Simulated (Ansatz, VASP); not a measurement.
GeSbTe3 in VASP and in Ansatz

Contents of INCAR:

```
SYSTEM = GeSbTe3
PREC     = Accurate       ! precision mode
ENCUT    = 600            ! plane-wave cutoff, eV
EDIFF    = 1E-6           ! SCF threshold, eV
ISMEAR   = 0              ! smearing method
SIGMA    = 0.1            ! smearing width, eV
LREAL    = .FALSE.        ! projectors in reciprocal space
LASPH    = .TRUE.         ! aspherical terms in the spheres
NELM     = 100            ! most SCF steps
ALGO     = Normal         ! electronic algorithm
ISIF     = 3              ! what is computed and relaxed
LWAVE    = .FALSE.        ! write WAVECAR
LCHARG   = .FALSE.        ! write CHGCAR
GGA      = PE             ! functional
IBRION   = 2              ! ionic algorithm
NSW      = 100            ! ionic steps
EDIFFG   = -0.01          ! ionic threshold
```

The input KPOINTS:

```
regular mesh
0
G
  10 10 4
  0 0 0
```

POSCAR

```
GeSbTe3
1.0
    4.0557199422      0.0000000000      0.0000000000
    0.0000000000      4.3129456043      0.0000000000
    0.0000000000      0.0000000000      8.8575122237
Ge Sb Te
1 1 3
Direct
    0.0000000000      0.5000000000      0.0000000000
    0.5000000000      0.0000000000      0.0000000000
    0.5000000000      0.0000000000      0.3319398003
    0.5000000000      0.0000000000      0.6680601997
    0.0000000000      0.5000000000      0.5000000000
```

Input for Ansatz:

```yaml
crystal:
  lattice:
    - [4.0557199422, 0.0, 0.0]
    - [0.0, 4.3129456043, 0.0]
    - [0.0, 0.0, 8.8575122237]
  atoms:
    - { symbol: Ge, position: [0.0, 0.5, 0.0] }
    - { symbol: Sb, position: [0.5, 0.0, 0.0] }
    - { symbol: Te, position: [0.5, 0.0, 0.3319398003] }
    - { symbol: Te, position: [0.5, 0.0, 0.6680601997] }
    - { symbol: Te, position: [0.0, 0.5, 0.5] }
basis:
  ecutwfc: 420
kpoints:
  mp_grid: { grid: [10, 10, 4] }
hamiltonian:
  xc: pbe
scf:
  occupations: { method: gaussian, width: 0.1 }
output:
  forces: true
  stress: true
  eigenvalues: true
relax:
  adjacent_minimum: "off"
  f_tol: 0.01
  max_steps: 80
  cell: { stress_tol: 0.05 }
```

Alike in both runs: task relaxation of cell and atoms; functional PBE; k mesh 10 × 10 × 4; occupations gaussian, width 0.1 eV; no spin polarisation.

|  | VASP | Ansatz |
| --- | --- | --- |
| version | VASP 6.6.1 | Ansatz 0.2.0 |
| potentials or method | VASP PAW PBE potentials, release 64 (Ge_d, Sb, Te), cutoff 600 eV | scalar-relativistic, plane waves, PAW |
| valence electrons in the cell | 37 | 77 |

VASP gave:

| Item | Value |
| --- | --- |
| gap on the k mesh at the Fermi level, each at its own relaxed structure (eV) | none |
| relaxed volume (Å³/atom) | 30.84 |
| relaxed cell length with the largest relative difference (Å) | 4.112 |

Task: Which values does Ansatz return?

Result: gap on the k mesh at the Fermi level, each at its own relaxed structure (eV): none; relaxed volume (Å³/atom): 30.88; relaxed cell length with the largest relative difference (Å): 4.115.

A gap of «none» marks a metal or a gap that the smearing closes. VASP's potentials hold 37 valence electrons a cell and Ansatz's 77, so a difference there can come from the potentials and not from the codes.

Neither program's run includes spin-orbit coupling.
